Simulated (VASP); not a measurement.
# NaLa (P-6m2) in VASP: further runs

Aim: see how the results for NaLa move with the level of theory and the settings. Levels: LDA, revPBE+D3(BJ). Tasks: single point.

Program: VASP 6.6.1. These are calculated values, not measurements. Logs are shortened: lines on timing, memory, paths and dates and some standing lists are left out, and cuts for length are marked.

## (1) The cell of the first run

The structure is hexagonal, space group P-6m2 (No. 187). Conventional cell: a = 3.724 Å, b = 3.724 Å, c = 6.696 Å, α = 90.00°, β = 90.00°, γ = 120.00°. Within 4.9 Å of La (site symmetry -6m2) lie 6 La at 3.72 Å and 6 Na at 3.98 Å. Within 4.9 Å of Na (site symmetry -6m2) lie 6 Na at 3.72 Å and 6 La at 3.98 Å.

## (2) Single point, LDA (40.22 Å³/atom)

File INCAR:

```
ALGO = Normal
EDIFF = 1E-6
ENCUT = 520
ISIF = 2
ISMEAR = 0
LASPH = T
LCHARG = T
LELF = T
LREAL = F
LVHAR = T
LWAVE = F
NBANDS = 16
NELM = 80
PREC = Accurate
SIGMA = 0.05
```

File KPOINTS:

```
k-points
0
Gamma
  9 9 4
```

File POSCAR:

```
NaLa
1.0
    3.7244650120      0.0000000000      0.0000000000
   -1.8622325059      3.2254813159      0.0000000000
    0.0000000000      0.0000000000      6.6963227888
La Na
1 1
Direct
    0.3333333333      0.6666666667      0.5000000000
    0.0000000000      0.0000000000      0.0000000000
```

Potentials or basis: VASP PAW LDA potentials, release 64 (La, Na_pv).

Started as:

```bash
cat potpaw_LDA.64/La/POTCAR potpaw_LDA.64/Na_pv/POTCAR > POTCAR
mpirun -np 1 vasp_std > vasp.out
```

OUTCAR:

```text
EDIFF = 1E-6
   ENCUT = 520
   ISIF = 2
   ISMEAR = 0
   LASPH = T
   LREAL = F
   NELM = 80
   PREC = Accurate

 ion  position               nearest neighbor table
   1  0.333  0.667  0.500-
   2  0.000  0.000  0.000-

  LATTYP: Found a hexagonal cell.
 ALAT       =     3.7244650120
 C/A-ratio  =     1.7979287675

  Lattice vectors:

 A1 = (   3.7244650120,   0.0000000000,   0.0000000000)
 A2 = (  -1.8622325059,   3.2254813159,   0.0000000000)
 A3 = (   0.0000000000,   0.0000000000,   6.6963227888)

Analysis of symmetry for initial positions (statically):
=====================================================================
 Subroutine PRICEL returns:
 Original cell was already a primitive cell.

 Routine SETGRP: Setting up the symmetry group for a
 hexagonal supercell.

 Subroutine GETGRP returns: Found 12 space group operations
 (whereof 12 operations were pure point group operations)
 out of a pool of 24 trial point group operations.

The static configuration has the point symmetry D_3h.

Analysis of symmetry for dynamics (positions and initial velocities):
=====================================================================
 Subroutine PRICEL returns:
 Original cell was already a primitive cell.

 Routine SETGRP: Setting up the symmetry group for a
 hexagonal supercell.

 Subroutine GETGRP returns: Found 12 space group operations
 (whereof 12 operations were pure point group operations)
 out of a pool of 24 trial point group operations.

The dynamic configuration has the point symmetry D_3h.

 Subroutine INISYM returns: Found 12 space group operations
 (whereof 12 operations are pure point group operations),
 and found     1 'primitive' translations

----------------------------------------------------------------------------------------

                                     Primitive cell

  volume of cell :      80.4442

  direct lattice vectors                    reciprocal lattice vectors
     3.724465012  0.000000000  0.000000000     0.268494937  0.155015624  0.000000000
    -1.862232506  3.225481316  0.000000000     0.000000000  0.310031249  0.000000000
     0.000000000  0.000000000  6.696322789     0.000000000  0.000000000  0.149335692

  length of vectors
     3.724465012  3.724465012  6.696322789     0.310031249  0.310031249  0.149335692

[... 78 lines left out ...]
   ENCUT  =  520.0 eV  38.22 Ry    6.18 a.u.   6.93  6.93 12.45*2*pi/ulx,y,z
   NELM   =     80;   NELMIN=  2; NELMDL= -5     # of ELM steps
   EDIFF  = 0.1E-05   stopping-criterion for ELM
   LREAL  =      F    real-space projection
   EDIFFG = 0.1E-04   stopping-criterion for IOM
   NSW    =      0    number of steps for IOM
   IBRION =     -1    ionic relax: 0-MD 1-quasi-New 2-CG
   NFREE  =      0    steps in history (QN), initial steepest desc. (CG)
   ISIF   =      2    stress and relaxation
   ISYM   =      2    0-nonsym 1-usesym 2-fastsym
   POTIM  = 0.5000    time-step for ionic-motion
   TEBEG  =    0.0;   TEEND  =   0.0 temperature during run
   PSTRESS=    0.0 pullay stress
   NELECT =      18.0000    total number of electrons
   NUPDOWN=      -1.0000    fix difference up-down
   EMIN   =  10.00;   EMAX   =-10.00  energy-range for DOS
   EFERMI =   0.00;   METHOD = LEGACY
   ISMEAR =     0;   SIGMA  =   0.05  broadening in eV -4-tet -1-fermi 0-gaus
   EFERMI_NEDOS =   21; number of points for ismear=-14 and -15
   IALGO  =     38    algorithm
   IMIX   =      4    mixing-type and parameters
     AMIX     =   0.40;   BMIX     =  1.00
     AMIX_MAG =   1.60;   BMIX_MAG =  1.00
  volume/ion in A,a.u.               =      40.22       271.43
  Fermi-wavevector in a.u.,A,eV,Ry     =   0.993880  1.878161 13.439807  0.987798
  Thomas-Fermi vector in A             =   2.125793
   LORBIT       =      0    0 simple, 1 ext, 2 COOP (PROOUT), +10 PAW based schemes
   GGA     = CA    functional components
   LHFCALC =     F    Hartree Fock is set to
   AEXX    =    0.0000 exact exchange contribution
   IVDW    =     0    specifies the selected vdW correction
   LEPSILON=     F    determine dielectric tensor
   LRPA    =     F    only Hartree local field effects (RPA)
 non-spin polarized calculation
 Gauss-broadening in eV      SIGMA  =   0.05
  energy-cutoff  :      520.00
  volume of cell :       80.44
 maximum number of plane-waves:      2180
 NGX is ok and might be reduce to    28
   NGX = 13   NGY = 13   NGZ = 25

 number of electron      17.9999998 magnetization

 Free energy of the ion-electron system (eV)
  ---------------------------------------------------
  ext. energy  EPLUGINS =         0.00000000
  ---------------------------------------------------
  free energy    TOTEN  =        -6.44264873 eV

  energy without entropy =       -6.43896526  energy(sigma->0) =       -6.44080699

 E-fermi :   3.3624     XC(G=0):  -8.0393

 val. band max:        3.3535574744   @ k =   0.3333   0.2222   0.5000
 cond. band min:       3.3632462847   @ k =   0.3333   0.3333   0.5000
 fundamental gap:      0.0096888103
 Fermi energy:         3.3624399483

 k-point     1 :       0.0000    0.0000    0.0000
  band No.  band energies     occupation
      1     -29.7670      2.00000
      2     -21.1291      2.00000
      3     -21.1291      2.00000
      4     -21.1229      2.00000
      5     -13.5334      2.00000
      6     -12.8442      2.00000
[... 433 lines left out ...]
      3     -21.1493      2.00000
      4     -21.1180      2.00000
      5     -13.6168      2.00000
      6     -13.6158      2.00000
[... 8 lines left out ...]
     15       4.6066      0.00000
     16       4.7926      0.00000

 [... further k-points ...]

------------------------ aborting loop because EDIFF is reached ----------------------------------------

  FORCE on cell =-STRESS in cart. coord.  units (eV):
  Direction    XX          YY          ZZ          XY          YZ          ZX
  --------------------------------------------------------------------------------------
  -------------------------------------------------------------------------------------
  Total       -1.7578259     -1.7578259     -1.2613165     -0.0000000     -0.0000000      0.0000000
  in kB      -35.0099624    -35.0099624    -25.1211688     -0.0000000     -0.0000000      0.0000000
  external PRESSURE =     -31.7136979 kB  Pullay stress =       0.0000000 kB

 VOLUME and BASIS-vectors are now :
 -----------------------------------------------------------------------------
  energy-cutoff  :      520.00
  volume of cell :       80.44
      direct lattice vectors                 reciprocal lattice vectors
     3.724465012  0.000000000  0.000000000     0.268494937  0.155015624  0.000000000
    -1.862232506  3.225481316  0.000000000     0.000000000  0.310031249  0.000000000
     0.000000000  0.000000000  6.696322789     0.000000000  0.000000000  0.149335692

 POSITION                                       TOTAL-FORCE (eV/Angst)
 -----------------------------------------------------------------------------------
     -0.00000      2.15032      3.34816         0.000000      0.000000      0.000000
      0.00000      0.00000      0.00000        -0.000000     -0.000000      0.000000
 -----------------------------------------------------------------------------------
    total drift:                                0.000000     -0.000000     -0.000000

  FREE ENERGIE OF THE ION-ELECTRON SYSTEM (eV)
  ---------------------------------------------------
  free  energy   TOTEN  =        -6.4426487275 eV

  energy  without entropy=       -6.4389652592  energy(sigma->0) =       -6.44080699
```

OSZICAR:

```text
N       E                     dE             d eps       ncg     rms          rms(c)
DAV:   1     0.182597912526E+03    0.18260E+03   -0.75390E+03  1152   0.138E+03
DAV:   2     0.140619398746E+02   -0.16854E+03   -0.16278E+03  1536   0.273E+02
DAV:   3    -0.496984387709E+01   -0.19032E+02   -0.18655E+02  1448   0.112E+02
DAV:   4    -0.690918284237E+01   -0.19393E+01   -0.18769E+01  2208   0.264E+01
DAV:   5    -0.697057721657E+01   -0.61394E-01   -0.61221E-01  1456   0.471E+00    0.261E+00
DAV:   6    -0.647989866328E+01    0.49068E+00   -0.15908E+00  2104   0.574E+00    0.137E+00
DAV:   7    -0.644785740962E+01    0.32041E-01   -0.10530E-01  1840   0.221E+00    0.593E-01
DAV:   8    -0.644292895401E+01    0.49285E-02   -0.24945E-02  2152   0.107E+00    0.107E-01
DAV:   9    -0.644267547643E+01    0.25348E-03   -0.16944E-03  1928   0.312E-01    0.372E-02
DAV:  10    -0.644265467368E+01    0.20803E-04   -0.20133E-04  1824   0.769E-02    0.131E-02
DAV:  11    -0.644264888518E+01    0.57885E-05   -0.28302E-05  1720   0.454E-02    0.740E-03
DAV:  12    -0.644264872745E+01    0.15773E-06   -0.67874E-06  1816   0.194E-02
   1 F= -.64426487E+01 E0= -.64408070E+01  d E =-.368347E-02
```

Wall time 24 s (1 thread of Intel Xeon Platinum 8559C (Emerald Rapids), shared host); peak memory 0.2 GiB.

Results:

```yaml
Free_energy: -6.4426 eV
Pressure: -3.2 GPa
Band_gap_on_the_k_mesh: zero (bands 9 and 10 overlap by 0.51 eV)
```

Stress tensor (GPa, compression positive):
```
-3.50  0.00  0.00
 0.00 -3.50  0.00
 0.00  0.00 -2.51
```

Caveat: the cell stands under tension; spin-orbit coupling is left out, which moves the levels of the heavy elements.

(Part 1 of 2 ends here.)
